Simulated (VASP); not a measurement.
# ZrN (Fm-3m) in VASP: further runs, part 2 of 2

VASP 6.6.1. The steps go on from the part before.

## 3. Single point, PBE

This run uses another cell than the first one, of 11.68 Å³/atom, 1.043 times its volume.

Input file INCAR:

```
SYSTEM = ZrN
  ALGO = Normal
  EDIFF = 1E-6
  ENCUT = 600
  GGA = PE
  GGA_COMPAT = .False.
  ISIF = 2
  ISMEAR = 1
  LASPH = .True.
  LCHARG = .False.
  LREAL = .False.
  LWAVE = .False.
  NBANDS = 16
  NELM = 120
  PREC = Accurate
  SIGMA = 0.1
```

Input file KPOINTS:

```
k-points
0
Gamma
  11 11 11
  0 0 0
```

Input file POSCAR:

```
ZrN
1.0
    0.0000000000      2.2689151084      2.2689151084
    2.2689151084      0.0000000000      2.2689151084
    2.2689151084      2.2689151084      0.0000000000
Zr N
1 1
Direct
    0.5000000000      0.5000000000      0.5000000000
    0.0000000000      0.0000000000      0.0000000000
```

Potentials or basis: VASP PAW PBE potentials, release 64 (Zr_sv, N).

The run is started by

```sh
$ cat potpaw_PBE.64/Zr_sv/POTCAR potpaw_PBE.64/N/POTCAR > POTCAR
$ mpirun -np 1 vasp_std > vasp.out
```

OUTCAR:

```text
SYSTEM = ZrN
   EDIFF = 1E-6
   ENCUT = 600
   GGA = PE
   ISIF = 2
   ISMEAR = 1
   LASPH = .True.
   LREAL = .False.
   NELM = 120
   PREC = Accurate

 ion  position               nearest neighbor table
   1  0.500  0.500  0.500-   2 2.27   2 2.27   2 2.27   2 2.27   2 2.27   2 2.27
   2  0.000  0.000  0.000-   1 2.27   1 2.27   1 2.27   1 2.27   1 2.27   1 2.27

  LATTYP: Found a face centered cubic cell.
 ALAT       =     4.5378302168

  Lattice vectors:

 A1 = (   0.0000000000,   2.2689151084,   2.2689151084)
 A2 = (   2.2689151084,   0.0000000000,   2.2689151084)
 A3 = (   2.2689151084,   2.2689151084,   0.0000000000)

Analysis of symmetry for initial positions (statically):
=====================================================================
 Subroutine PRICEL returns:
 Original cell was already a primitive cell.

 Routine SETGRP: Setting up the symmetry group for a
 face centered cubic supercell.

 Subroutine GETGRP returns: Found 48 space group operations
 (whereof 48 operations were pure point group operations)
 out of a pool of 48 trial point group operations.

The static configuration has the point symmetry O_h .

Analysis of symmetry for dynamics (positions and initial velocities):
=====================================================================
 Subroutine PRICEL returns:
 Original cell was already a primitive cell.

 Routine SETGRP: Setting up the symmetry group for a
 face centered cubic supercell.

 Subroutine GETGRP returns: Found 48 space group operations
 (whereof 48 operations were pure point group operations)
 out of a pool of 48 trial point group operations.

The dynamic configuration has the point symmetry O_h .

 Subroutine INISYM returns: Found 48 space group operations
 (whereof 48 operations are pure point group operations),
 and found     1 'primitive' translations

----------------------------------------------------------------------------------------

                                     Primitive cell

  volume of cell :      23.3606

  direct lattice vectors                    reciprocal lattice vectors
     0.000000000  2.268915108  2.268915108    -0.220369638  0.220369638  0.220369638
     2.268915108  0.000000000  2.268915108     0.220369638 -0.220369638  0.220369638
     2.268915108  2.268915108  0.000000000     0.220369638  0.220369638 -0.220369638

  length of vectors
     3.208730518  3.208730518  3.208730518     0.381691409  0.381691409  0.381691409

  position of ions in fractional coordinates (direct lattice)
     0.500000000  0.500000000  0.500000000
     0.000000000  0.000000000  0.000000000

  ion indices of the primitive-cell ions
   primitive index   ion index
                 1           1
                 2           2

----------------------------------------------------------------------------------------

 KPOINTS: k-points

Automatic generation of k-mesh.
 Grid dimensions read from file:
 generate k-points for:   11   11   11

 Generating k-lattice:

  Cartesian coordinates                     Fractional coordinates (reciprocal lattice)
    -0.020033603  0.020033603  0.020033603     0.090909091  0.000000000  0.000000000
     0.020033603 -0.020033603  0.020033603     0.000000000  0.090909091  0.000000000
     0.020033603  0.020033603 -0.020033603     0.000000000  0.000000000  0.090909091

  Length of vectors
     0.034699219  0.034699219  0.034699219

  Shift w.r.t. Gamma in fractional coordinates (k-lattice)
     0.000000000  0.000000000  0.000000000

 Subroutine IBZKPT returns following result:
 ===========================================

 Found     56 irreducible k-points:

 Following reciprocal coordinates:
            Coordinates               Weight
  0.000000  0.000000  0.000000      1.000000
  0.090909  0.000000  0.000000      8.000000
  0.181818  0.000000  0.000000      8.000000
  0.272727  0.000000  0.000000      8.000000
  0.363636  0.000000  0.000000      8.000000
  0.454545  0.000000  0.000000      8.000000
[... 16 lines left out ...]
 -0.272727  0.181818  0.000000     24.000000
 -0.181818  0.181818  0.000000     12.000000
 [... further k-points ...]
   k-points           NKPTS =     56   k-points in BZ     NKDIM =     56   number of bands    NBANDS=     16
   number of dos      NEDOS =    301   number of ions     NIONS =      2
   total plane-waves  NPLWV =  21952
   dimension x,y,z NGX =    28 NGY =   28 NGZ =   28
   dimension x,y,z NGXF=    56 NGYF=   56 NGZF=   56
   ions per type =               1   1
   NGX,Y,Z   is equivalent  to a cutoff of  14.51, 14.51, 14.51 a.u.
   NGXF,Y,Z  is equivalent  to a cutoff of  29.01, 29.01, 29.01 a.u.
 SYSTEM =  ZrN
   PREC   = accura    normal or accurate (medium, high low for compatibility)
   ISTART =      0    job   : 0-new  1-cont  2-samecut
   ICHARG =      2    charge: 1-file 2-atom 10-const
   ISPIN  =      1    spin polarized calculation?
   LNONCOLLINEAR =      F non collinear calculations
   LSORBIT =      F    spin-orbit coupling
   LASPH  =      T    aspherical Exc in radial PAW
   ENCUT  =  600.0 eV  44.10 Ry    6.64 a.u.   6.41  6.41  6.41*2*pi/ulx,y,z
   NELM   =    120;   NELMIN=  2; NELMDL= -5     # of ELM steps
   EDIFF  = 0.1E-05   stopping-criterion for ELM
   LREAL  =      F    real-space projection
   EDIFFG = 0.1E-04   stopping-criterion for IOM
   NSW    =      0    number of steps for IOM
   IBRION =     -1    ionic relax: 0-MD 1-quasi-New 2-CG
   NFREE  =      0    steps in history (QN), initial steepest desc. (CG)
   ISIF   =      2    stress and relaxation
   ISYM   =      2    0-nonsym 1-usesym 2-fastsym
   POTIM  = 0.5000    time-step for ionic-motion
   TEBEG  =    0.0;   TEEND  =   0.0 temperature during run
   PSTRESS=    0.0 pullay stress
   NELECT =      17.0000    total number of electrons
   NUPDOWN=      -1.0000    fix difference up-down
   EMIN   =  10.00;   EMAX   =-10.00  energy-range for DOS
   EFERMI =   0.00;   METHOD = LEGACY
   ISMEAR =     1;   SIGMA  =   0.10  broadening in eV -4-tet -1-fermi 0-gaus
   EFERMI_NEDOS =   21; number of points for ismear=-14 and -15
   IALGO  =     38    algorithm
   IMIX   =      4    mixing-type and parameters
     AMIX     =   0.40;   BMIX     =  1.00
     AMIX_MAG =   1.60;   BMIX_MAG =  1.00
  volume/ion in A,a.u.               =      11.68        78.82
  Fermi-wavevector in a.u.,A,eV,Ry     =   1.472526  2.782670 29.501948  2.168332
  Thomas-Fermi vector in A             =   2.587530
   LORBIT       =      0    0 simple, 1 ext, 2 COOP (PROOUT), +10 PAW based schemes
   GGA     = PE    functional components
   LHFCALC =     F    Hartree Fock is set to
   AEXX    =    0.0000 exact exchange contribution
   IVDW    =     0    specifies the selected vdW correction
   LEPSILON=     F    determine dielectric tensor
   LRPA    =     F    only Hartree local field effects (RPA)
 non-spin polarized calculation
 Methfessel and Paxton  Order N= 1 SIGMA  =   0.10
  energy-cutoff  :      600.00
  volume of cell :       23.36
 maximum number of plane-waves:       793
 NGX is ok and might be reduce to    28
   NGX = 13   NGY = 13   NGZ = 13

 number of electron      17.0000001 magnetization

 Free energy of the ion-electron system (eV)
  ---------------------------------------------------
  ext. energy  EPLUGINS =         0.00000000
  ---------------------------------------------------
  free energy    TOTEN  =       -20.33648802 eV

  energy without entropy =      -20.33581699  energy(sigma->0) =      -20.33626434

 E-fermi :  12.3231     XC(G=0): -12.6670

 val. band max:       12.2931159635   @ k =  -0.0909   0.0909   0.0000
 cond. band min:      12.3346490034   @ k =  -0.0909   0.0909   0.0000
 fundamental gap:      0.0415330399
 Fermi energy:        12.3230799360

 k-point     1 :       0.0000    0.0000    0.0000
  band No.  band energies     occupation
      1     -37.1329      2.00000
      2     -14.7209      2.00000
      3     -14.7209      2.00000
      4     -14.7209      2.00000
      5      -4.0324      2.00000
      6       9.6730      2.00000
[... 8 lines left out ...]
     15      21.5933      0.00000
     16      35.4486      0.00000
[... 419 lines left out ...]
 k-point    24 :      -0.1818    0.1818    0.0000
  band No.  band energies     occupation
      1     -37.0258      2.00000
      2     -15.4573      2.00000
      3     -14.9785      2.00000
      4     -14.7587      2.00000
      5      -2.7007      2.00000
      6       6.1442      2.00000
[... 8 lines left out ...]
     15      25.4010      0.00000
     16      26.6653      0.00000

 [... further k-points ...]

------------------------ aborting loop because EDIFF is reached ----------------------------------------

  FORCE on cell =-STRESS in cart. coord.  units (eV):
  Direction    XX          YY          ZZ          XY          YZ          ZX
  --------------------------------------------------------------------------------------
  -------------------------------------------------------------------------------------
  Total        1.5053939      1.5053939      1.5053939      0.0000000      0.0000000     -0.0000000
  in kB      103.2466583    103.2466583    103.2466583      0.0000000      0.0000000     -0.0000000
  external PRESSURE =     103.2466583 kB  Pullay stress =       0.0000000 kB

 VOLUME and BASIS-vectors are now :
 -----------------------------------------------------------------------------
  energy-cutoff  :      600.00
  volume of cell :       23.36
      direct lattice vectors                 reciprocal lattice vectors
     0.000000000  2.268915108  2.268915108    -0.220369638  0.220369638  0.220369638
     2.268915108  0.000000000  2.268915108     0.220369638 -0.220369638  0.220369638
     2.268915108  2.268915108  0.000000000     0.220369638  0.220369638 -0.220369638

 POSITION                                       TOTAL-FORCE (eV/Angst)
 -----------------------------------------------------------------------------------
      2.26892      2.26892      2.26892         0.000000     -0.000000     -0.000000
      0.00000      0.00000      0.00000        -0.000000      0.000000      0.000000
 -----------------------------------------------------------------------------------
    total drift:                                0.000000      0.000000      0.000000

  FREE ENERGIE OF THE ION-ELECTRON SYSTEM (eV)
  ---------------------------------------------------
  free  energy   TOTEN  =       -20.3364880207 eV

  energy  without entropy=      -20.3358169923  energy(sigma->0) =      -20.33626434
```

OSZICAR:

```text
N       E                     dE             d eps       ncg     rms          rms(c)
DAV:   1     0.121921651372E+03    0.12192E+03   -0.95155E+03  1792   0.117E+03
DAV:   2    -0.172411335106E+02   -0.13916E+03   -0.13097E+03  2312   0.327E+02
DAV:   3    -0.237010563833E+02   -0.64599E+01   -0.64085E+01  3000   0.627E+01
DAV:   4    -0.237965681278E+02   -0.95512E-01   -0.95475E-01  2120   0.550E+00
DAV:   5    -0.237971610016E+02   -0.59287E-03   -0.59287E-03  2488   0.408E-01    0.232E+01
DAV:   6    -0.204702448537E+02    0.33269E+01   -0.70739E+00  2104   0.263E+01    0.887E+00
DAV:   7    -0.203614458608E+02    0.10880E+00   -0.50548E-01  2136   0.661E+00    0.723E+00
DAV:   8    -0.203509954416E+02    0.10450E-01   -0.21627E-01  2480   0.423E+00    0.408E+00
DAV:   9    -0.203363299017E+02    0.14666E-01   -0.43658E-02  2016   0.193E+00    0.826E-01
DAV:  10    -0.203364970284E+02   -0.16713E-03   -0.13528E-03  2168   0.399E-01    0.862E-02
DAV:  11    -0.203364913456E+02    0.56828E-05   -0.22576E-05  2328   0.394E-02    0.630E-02
DAV:  12    -0.203364882534E+02    0.30922E-05   -0.55372E-06  2168   0.172E-02    0.411E-03
DAV:  13    -0.203364880207E+02    0.23272E-06   -0.15166E-07  1128   0.405E-03
   1 F= -.20336488E+02 E0= -.20336264E+02  d E =-.671028E-03
```

stdout:

```text
POSCAR found type information on POSCAR ZrN
 POSCAR found :  2 types and       2 ions
 scaLAPACK will be used
 LDA part: xc-table for (Slater+PW92), standard interpolation
 POSCAR, INCAR and KPOINTS ok, starting setup
 FFT: planning ... GRIDC
 FFT: planning ... GRID_SOFT
 FFT: planning ... GRID
 WAVECAR not read
 entering main loop
```

Wall time 16 s (1 thread of AMD EPYC 9R45 (Zen 5), shared host); peak memory 0.14 GiB.

Results:

| Property | Result |
| --- | --- |
| Free energy | -20.3365 eV |
| Pressure | 10.3 GPa |
